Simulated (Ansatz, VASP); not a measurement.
# One calculation of MgSiN, two programs

INCAR

```
SYSTEM = MgSiN
PREC = Accurate ; ENCUT = 600
EDIFF = 1E-6 ; ISMEAR = 0
SIGMA = 0.1 ; LREAL = .False.
LASPH = .True. ; NELM = 100
ALGO = Normal ; ISIF = 3
LWAVE = .False. ; LCHARG = .False.
GGA = PE ; IBRION = 2
NSW = 100 ; EDIFFG = -0.01
```

File KPOINTS:

```
Automatic mesh
0
Gamma
  16 16 8
  0 0 0
```

Contents of POSCAR:

```
MgSiN
1.0
    2.7328109804      0.0000000000      0.0000000000
    0.0000000000      2.7328109804      0.0000000000
    0.0000000000      0.0000000000      6.0718990176
Mg Si N
1 1 1
Direct
    0.5000000000      0.5000000000      0.5000000000
    0.5000000000      0.5000000000      0.0000000000
    0.0000000000      0.0000000000      0.0000000000
```

Input for Ansatz:

```yaml
crystal:
  lattice:
    - [2.7328109804, 0.0, 0.0]
    - [0.0, 2.7328109804, 0.0]
    - [0.0, 0.0, 6.0718990176]
  atoms:
    - { symbol: Mg, position: [0.5, 0.5, 0.5] }
    - { symbol: Si, position: [0.5, 0.5, 0.0] }
    - { symbol: "N", position: [0.0, 0.0, 0.0] }
basis:
  ecutwfc: 420
kpoints:
  mp_grid: { grid: [16, 16, 8] }
hamiltonian:
  xc: pbe
scf:
  occupations: { method: gaussian, width: 0.1 }
output:
  forces: true
  stress: true
  eigenvalues: true
relax:
  adjacent_minimum: "off"
  f_tol: 0.01
  max_steps: 80
  cell: { stress_tol: 0.05 }
```

Change from the starting cell: species swapped into the DyCoC type (P4/mmm, No. 123).

Alike in both runs: task relaxation of cell and atoms; functional PBE; k mesh 16 × 16 × 8; occupations gaussian, width 0.1 eV; no spin polarisation.

|  | VASP | Ansatz |
| --- | --- | --- |
| version | VASP 6.6.1 | Ansatz 0.2.0 |
| potentials or method | VASP PAW PBE potentials, release 64 (Mg, Si, N), cutoff 600 eV | scalar-relativistic, plane waves, PAW |
| valence electrons in the cell | 11 | 19 |

VASP gave:

```
gap on the k mesh at the Fermi level, each at its own relaxed structure (eV) : none
relaxed volume (Å³/atom)                                                     : 14.91
relaxed cell length with the largest relative difference (Å)                 : 6.002
```

Q: What did Ansatz give for the same quantities?

A: gap on the k mesh at the Fermi level, each at its own relaxed structure (eV): none; relaxed volume (Å³/atom): 14.94; relaxed cell length with the largest relative difference (Å): 6.014.

A gap of «none» marks a metal or a gap that the smearing closes. VASP's potentials hold 11 valence electrons a cell and Ansatz's 19, so a difference there can come from the potentials and not from the codes.
